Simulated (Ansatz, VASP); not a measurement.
# Two plane-wave programs on Bi

File INCAR:

```
ALGO = Fast
EDIFF = 1E-7
ENCUT = 520
GGA = PE
ISIF = 2
ISMEAR = 0
IVDW = 12
LASPH = True
LCHARG = False
LREAL = False
LWAVE = False
NBANDS = 14
NELM = 80
PREC = Accurate
SIGMA = 0.15
```

The input KPOINTS:

```
k-points
0
Gamma
  18 18 18
```

File POSCAR:

```
Bi
1.0
   -1.8968202662      1.8968202662      2.2025876931
    1.8968202662     -1.8968202662      2.2025876931
    1.8968202662      1.8968202662     -2.2025876931
Bi
1
Direct
    0.0000000000      0.0000000000      0.0000000000
```

Input for Ansatz:

```yaml
crystal:
  lattice:
    - [-1.8968202662, 1.8968202662, 2.2025876931]
    - [1.8968202662, -1.8968202662, 2.2025876931]
    - [1.8968202662, 1.8968202662, -2.2025876931]
  atoms:
    - { symbol: Bi, position: [0.0, 0.0, 0.0] }
basis:
  ecutwfc: 420
kpoints:
  mp_grid: { grid: [18, 18, 18] }
hamiltonian:
  xc: pbe
  dispersion: d3bj
scf:
  occupations: { method: gaussian, width: 0.15 }
output:
  forces: true
  stress: true
  eigenvalues: true
```

Alike in both runs: task single point; functional PBE; dispersion D3(BJ); k mesh 18 × 18 × 18; occupations gaussian, width 0.15 eV; no spin polarisation.

```csv
,VASP,Ansatz
version,VASP 6.6.1,Ansatz 0.2.0
potentials or method,"VASP PAW PBE potentials, release 64 (Bi_d), cutoff 520 eV","scalar-relativistic, plane waves, PAW"
valence electrons in the cell,15,15
```

Ansatz gave:

* gap on the k mesh at the Fermi level (eV): none
* pressure (GPa): -2.4
* traceless stress, the component that is largest in VASP (GPa): -1.24

Problem. Which values does VASP return?

Solution. gap on the k mesh at the Fermi level (eV): none; pressure (GPa): -2.5; traceless stress, the component that is largest in VASP (GPa): -1.23.

A gap of «none» marks a metal or a gap that the smearing closes.

Neither program's run includes spin-orbit coupling.
